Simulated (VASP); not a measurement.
# Ni (P6_3/mmc) in VASP: further runs

Runs on Ni. Level: LDA. Tasks: single point.

Program: VASP 6.6.1. These are calculated values, not measurements. Logs are shortened: lines on timing, memory, paths and dates and some standing lists are left out, and cuts for length are marked.

### Step 1. The cell of the first run

The structure is hexagonal, space group P6_3/mmc (No. 194). The conventional cell has a = 2.351 Å, b = 2.351 Å, c = 7.704 Å, α = 90.00°, β = 90.00°, γ = 120.00°. Ni (site symmetry -3m) has 12 Ni at 2.35 to 2.36 Å within 3.1 Å. Ni (site symmetry -6m2) has 12 Ni at 2.35 to 2.36 Å within 3.1 Å.

This isn't the form of Ni at room conditions, which is fcc.

### Step 2. Single point, LDA (9.22 Å³/atom)

INCAR reads:

```
SYSTEM = Ni
PREC = Accurate ; ENCUT = 520
EDIFF = 1E-6 ; ISMEAR = -1
SIGMA = 0.1 ; LREAL = .False.
LASPH = .True. ; NELM = 80
ALGO = Normal ; ISIF = 2
LWAVE = .False. ; LCHARG = .True.
LELF = .True. ; LVHAR = .True.
NBANDS = 28
```

KPOINTS reads:

```
Automatic mesh
0
Gamma
  17 17 5
  0 0 0
```

POSCAR reads:

```
Ni
1.0
    2.3514724815      0.0000000000      0.0000000000
   -1.1757362408      2.0364349053      0.0000000000
    0.0000000000      0.0000000000      7.7043314958
Ni
4
Direct
    0.0000000000      1.0000000000      0.0000000000
    1.0000000000      1.0000000000      0.5000000000
    0.3333333333      0.6666666667      0.2500000000
    0.6666666667      0.3333333333      0.7500000000
```

Potentials or basis: VASP PAW LDA potentials, release 64 (Ni).

On the command line:

```bash
> cat potpaw_LDA.64/Ni/POTCAR > POTCAR
> mpirun -np 1 vasp_std > vasp.out
```

OUTCAR:

```text
SYSTEM = Ni
   PREC = Accurate
   ENCUT = 520
   EDIFF = 1E-6
   ISMEAR = -1
   LREAL = .False.
   LASPH = .True.
   NELM = 80
   ISIF = 2

 ion  position               nearest neighbor table
   1  0.000  0.000  0.000-   3 2.36   4 2.36   4 2.36   3 2.36   4 2.36   3 2.36
   2  0.000  0.000  0.500-   3 2.36   4 2.36   4 2.36   3 2.36   4 2.36   3 2.36
   3  0.333  0.667  0.250-   1 2.36   2 2.36   1 2.36   2 2.36   1 2.36   2 2.36
   4  0.667  0.333  0.750-   1 2.36   2 2.36   1 2.36   2 2.36   1 2.36   2 2.36

  LATTYP: Found a hexagonal cell.
 ALAT       =     2.3514724815
 C/A-ratio  =     3.2763859907

  Lattice vectors:

 A1 = (   2.3514724815,   0.0000000000,   0.0000000000)
 A2 = (  -1.1757362408,   2.0364349053,   0.0000000000)
 A3 = (   0.0000000000,   0.0000000000,   7.7043314958)

Analysis of symmetry for initial positions (statically):
=====================================================================
 Subroutine PRICEL returns:
 Original cell was already a primitive cell.

 Routine SETGRP: Setting up the symmetry group for a
 hexagonal supercell.

 Subroutine GETGRP returns: Found 24 space group operations
 (whereof 12 operations were pure point group operations)
 out of a pool of 24 trial point group operations.

The static configuration has the point symmetry D_3d.
 The point group associated with its full space group is D_6h.

Analysis of symmetry for dynamics (positions and initial velocities):
=====================================================================
 Subroutine PRICEL returns:
 Original cell was already a primitive cell.

 Routine SETGRP: Setting up the symmetry group for a
 hexagonal supercell.

 Subroutine GETGRP returns: Found 24 space group operations
 (whereof 12 operations were pure point group operations)
 out of a pool of 24 trial point group operations.

The dynamic configuration has the point symmetry D_3d.
 The point group associated with its full space group is D_6h.

 Subroutine INISYM returns: Found 24 space group operations
 (whereof 12 operations are pure point group operations),
 and found     1 'primitive' translations

----------------------------------------------------------------------------------------

                                     Primitive cell

  volume of cell :      36.8931

  direct lattice vectors                    reciprocal lattice vectors
[... 90 lines left out ...]
   NELM   =     80;   NELMIN=  2; NELMDL= -5     # of ELM steps
   EDIFF  = 0.1E-05   stopping-criterion for ELM
   LREAL  =      F    real-space projection
   EDIFFG = 0.1E-04   stopping-criterion for IOM
   NSW    =      0    number of steps for IOM
   IBRION =     -1    ionic relax: 0-MD 1-quasi-New 2-CG
   NFREE  =      0    steps in history (QN), initial steepest desc. (CG)
   ISIF   =      2    stress and relaxation
   ISYM   =      2    0-nonsym 1-usesym 2-fastsym
   POTIM  = 0.5000    time-step for ionic-motion
   TEBEG  =    0.0;   TEEND  =   0.0 temperature during run
   PSTRESS=    0.0 pullay stress
   NELECT =      40.0000    total number of electrons
   NUPDOWN=      -1.0000    fix difference up-down
   EMIN   =  10.00;   EMAX   =-10.00  energy-range for DOS
   EFERMI =   0.00;   METHOD = LEGACY
   ISMEAR =    -1;   SIGMA  =   0.10  broadening in eV -4-tet -1-fermi 0-gaus
   EFERMI_NEDOS =   21; number of points for ismear=-14 and -15
   IALGO  =     38    algorithm
   IMIX   =      4    mixing-type and parameters
     AMIX     =   0.40;   BMIX     =  1.00
     AMIX_MAG =   1.60;   BMIX_MAG =  1.00
  volume/ion in A,a.u.               =       9.22        62.24
  Fermi-wavevector in a.u.,A,eV,Ry     =   1.681821  3.178180 38.484363  2.828521
  Thomas-Fermi vector in A             =   2.765309
   LORBIT       =      0    0 simple, 1 ext, 2 COOP (PROOUT), +10 PAW based schemes
   GGA     = CA    functional components
   LHFCALC =     F    Hartree Fock is set to
   AEXX    =    0.0000 exact exchange contribution
   IVDW    =     0    specifies the selected vdW correction
   LEPSILON=     F    determine dielectric tensor
   LRPA    =     F    only Hartree local field effects (RPA)
 non-spin polarized calculation
  energy-cutoff  :      520.00
  volume of cell :       36.89
 maximum number of plane-waves:      1020
 NGX is ok and might be reduce to    18
   NGX =  9   NGY =  9   NGZ = 29

 number of electron      40.0000063 magnetization

 Free energy of the ion-electron system (eV)
  ---------------------------------------------------
  ext. energy  EPLUGINS =         0.00000000
  ---------------------------------------------------
  free energy    TOTEN  =       -26.08238970 eV

  energy without entropy =      -25.76685028  energy(sigma->0) =      -25.92461999

 E-fermi :  11.5097     XC(G=0): -14.6192

 val. band max:       11.5046914736   @ k =   0.3529   0.0588   0.2000
 cond. band min:      11.5097141323   @ k =   0.2353   0.0000   0.0000
 fundamental gap:      0.0050226587
 Fermi energy:        11.5096577497

 k-point     1 :       0.0000    0.0000    0.0000
  band No.  band energies     occupation
      1       1.4384      2.00000
      2       3.9203      2.00000
      3       3.9212      2.00000
      4       6.0011      2.00000
      5       8.6078      2.00000
      6       8.6460      2.00000
[... 733 lines left out ...]
     27      25.6164      0.00000
     28      27.4837      0.00000

 [... further k-points ...]

------------------------ aborting loop because EDIFF is reached ----------------------------------------

  FORCE on cell =-STRESS in cart. coord.  units (eV):
  Direction    XX          YY          ZZ          XY          YZ          ZX
  --------------------------------------------------------------------------------------
  -------------------------------------------------------------------------------------
  Total        5.8867040      5.8867040      5.8854054     -0.0000000      0.0000000      0.0000000
  in kB      255.6450508    255.6450508    255.5886555     -0.0000000      0.0000000      0.0000000
  external PRESSURE =     255.6262524 kB  Pullay stress =       0.0000000 kB

 VOLUME and BASIS-vectors are now :
 -----------------------------------------------------------------------------
  energy-cutoff  :      520.00
  volume of cell :       36.89
      direct lattice vectors                 reciprocal lattice vectors
     2.351472482  0.000000000  0.000000000     0.425265449  0.245527121  0.000000000
    -1.175736241  2.036434905  0.000000000     0.000000000  0.491054243  0.000000000
     0.000000000  0.000000000  7.704331496     0.000000000  0.000000000  0.129797115

 POSITION                                       TOTAL-FORCE (eV/Angst)
 -----------------------------------------------------------------------------------
      0.00000      0.00000      0.00000         0.000000      0.000000      0.000000
      0.00000      0.00000      3.85217        -0.000000      0.000000      0.000000
     -0.00000      1.35762      1.92608         0.000000     -0.000000     -0.000000
      1.17574      0.67881      5.77825        -0.000000      0.000000      0.000000
 -----------------------------------------------------------------------------------
    total drift:                                0.000000     -0.000000      0.000000

  FREE ENERGIE OF THE ION-ELECTRON SYSTEM (eV)
  ---------------------------------------------------
  free  energy   TOTEN  =       -26.0823896974 eV

  energy  without entropy=      -25.7668502764  energy(sigma->0) =      -25.92461999
```

OSZICAR:

```text
N       E                     dE             d eps       ncg     rms          rms(c)
DAV:   1     0.255152596191E+03    0.25515E+03   -0.17962E+04  5744   0.215E+03
DAV:   2    -0.147355458504E+02   -0.26989E+03   -0.25873E+03  5544   0.363E+02
DAV:   3    -0.302400391310E+02   -0.15504E+02   -0.14989E+02  5864   0.118E+02
DAV:   4    -0.304913521784E+02   -0.25131E+00   -0.25103E+00  6104   0.157E+01
DAV:   5    -0.305000394534E+02   -0.86873E-02   -0.86868E-02  7088   0.237E+00    0.242E+01
DAV:   6    -0.269977562456E+02    0.35023E+01   -0.26159E+01  6000   0.828E+01    0.103E+01
DAV:   7    -0.265583747870E+02    0.43938E+00   -0.66637E+00  6208   0.465E+01    0.108E+01
DAV:   8    -0.270900685847E+02   -0.53169E+00   -0.11348E+01  6432   0.643E+01    0.132E+01
DAV:   9    -0.260846828072E+02    0.10054E+01   -0.25215E+00  6912   0.343E+01    0.110E+00
DAV:  10    -0.260842386439E+02    0.44416E-03   -0.11838E-01  6152   0.362E+00    0.505E-01
DAV:  11    -0.260831700788E+02    0.10686E-02   -0.41794E-03  6792   0.733E-01    0.321E-01
DAV:  12    -0.260826220840E+02    0.54799E-03   -0.38243E-04  7328   0.249E-01    0.202E-01
DAV:  13    -0.260823946090E+02    0.22747E-03   -0.61299E-04  6516   0.422E-01    0.402E-02
DAV:  14    -0.260823921866E+02    0.24225E-05   -0.12039E-04  6856   0.160E-01    0.241E-02
DAV:  15    -0.260823900866E+02    0.21000E-05   -0.20334E-05  5800   0.748E-02    0.786E-03
DAV:  16    -0.260823896974E+02    0.38924E-06   -0.25509E-06  3920   0.229E-02
   1 F= -.26082390E+02 E0= -.25924620E+02  d E =-.315539E+00
```

stdout:

```text
POSCAR found type information on POSCAR Ni
 POSCAR found :  1 types and       4 ions
 scaLAPACK will be used
 LDA part: xc-table for (Slater(with rela. corr.)+CA(PZ))
 , standard interpolation
 POSCAR, INCAR and KPOINTS ok, starting setup
 FFT: planning ... GRIDC
 FFT: planning ... GRID_SOFT
 FFT: planning ... GRID
 WAVECAR not read
 entering main loop
```

Run time: 1.7 min. Hardware: 1 thread of Intel Xeon Platinum 8259CL at 2.50GHz (Skylake/Cascade Lake), shared host; peak memory 0.19 GiB.

What came out:

```
Free energy            : -26.0824 eV
Pressure               : 25.6 GPa
Band gap on the k mesh : zero (bands 20 and 21 overlap by 0.73 eV)
```

Levels at points of the mesh, in eV from the Fermi level:
| k point | band 16 | band 17 | band 18 | band 19 | band 20 | band 21 | band 22 | band 23 | band 24 | band 25 |
| --- | --- | --- | --- | --- | --- | --- | --- | --- | --- | --- |
| (0.00, 0.00, 0.00) | -1.23 | -1.23 | -0.86 | -0.86 | -0.56 | -0.56 | -0.49 | -0.10 | -0.10 | 7.26 |

Caveat: the cell stands under pressure; the run has no spin polarisation, though such a crystal can be magnetic.

### Step 3. Single point, LDA (9.62 Å³/atom)

This run uses another cell than the first one, of 9.62 Å³/atom.

INCAR reads:

```
SYSTEM = Ni
  ALGO = Normal
  EDIFF = 1E-7
  ENCUT = 520
  GGA = CA
  ISIF = 2
  ISMEAR = -1
  LASPH = .TRUE.
  LCHARG = .FALSE.
  LREAL = .FALSE.
  LWAVE = .FALSE.
  NBANDS = 28
  NELM = 60
  PREC = Accurate
  SIGMA = 0.1
```

KPOINTS reads:

```
k-points
0
G
  17 17 5
  0 0 0
```

POSCAR reads:

```
Ni
1.0
    2.3850694847      0.0000000000      0.0000000000
   -1.1925347423      2.0655307635      0.0000000000
    0.0000000000      0.0000000000      7.8144082463
Ni
4
Direct
    0.0000000000      1.0000000000      0.0000000000
    1.0000000000      1.0000000000      0.5000000000
    0.3333333333      0.6666666667      0.2500000000
    0.6666666667      0.3333333333      0.7500000000
```

Potentials or basis: VASP PAW LDA potentials, release 64 (Ni).

On the command line:

```bash
> cat potpaw_LDA.64/Ni/POTCAR > POTCAR
> mpirun -np 1 vasp_std > vasp.out
```

Run time: 1.7 min. Hardware: 1 thread of Intel Xeon Platinum 8259CL at 2.50GHz (Skylake/Cascade Lake), shared host; peak memory 0.19 GiB.

The run converged. Its results:

```
Free energy            : -26.2644 eV
Pressure               : 11.3 GPa
Band gap on the k mesh : zero (bands 20 and 21 overlap by 0.68 eV)
```

Levels at points of the mesh, in eV from the Fermi level:
```
           k point  band 17  band 18  band 19  band 20  band 21  band 22  band 23  band 24
(0.00, 0.00, 0.00)    -1.16    -0.81    -0.81    -0.53    -0.53    -0.40    -0.09    -0.09
```

Caveat: the cell stands under pressure; the run has no spin polarisation, though such a crystal can be magnetic. Spin polarisation is off, so any magnetic state and its effect on volume and gap are missing.

(Continued in part 2 of 2.)
